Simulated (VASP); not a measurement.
FeGe, 2 atoms in the cell. The typed cell holds 2 atoms: a = 3.016 Å, b = 3.016 Å, c = 3.016 Å, α = 90.00°, β = 90.00°, γ = 90.00°. 

* Program: VASP 6.6.1
* Task: single point
* Functional: r2SCAN
* Potentials or basis: VASP PAW PBE potentials, release 64 (Fe, Ge_d)
* Cutoff: 520 eV
* k mesh: 3 × 3 × 3
* Occupations: gaussian, width 0.05 eV
* Spin: collinear spin, ferromagnetic start
* Starting moments: [2.0, 0.0] μB
* Dipole correction: no
* Further INCAR settings: ALGO = Normal; EDIFF = 1e-07; NBANDS = 22

Potentials or basis: VASP PAW PBE potentials, release 64 (Fe, Ge_d).

Run with:

```sh
$ cat potpaw_PBE.64/Fe/POTCAR potpaw_PBE.64/Ge_d/POTCAR > POTCAR
$ cp INCAR.step1 INCAR
$ mpirun -np 1 vasp_std > vasp.out
$ cp INCAR.step2 INCAR
$ mpirun -np 1 vasp_std > vasp.out
```

Hardware: 1 thread of Intel(R) Xeon(R) 6975P-C (Granite Rapids), with other jobs on the host.

Problem. Estimate the wall time of this run.

Solution. Wall time 26 s on 1 thread of Intel(R) Xeon(R) 6975P-C (Granite Rapids), on a shared host, peak memory 0.15 GiB. Counts: k points 14.
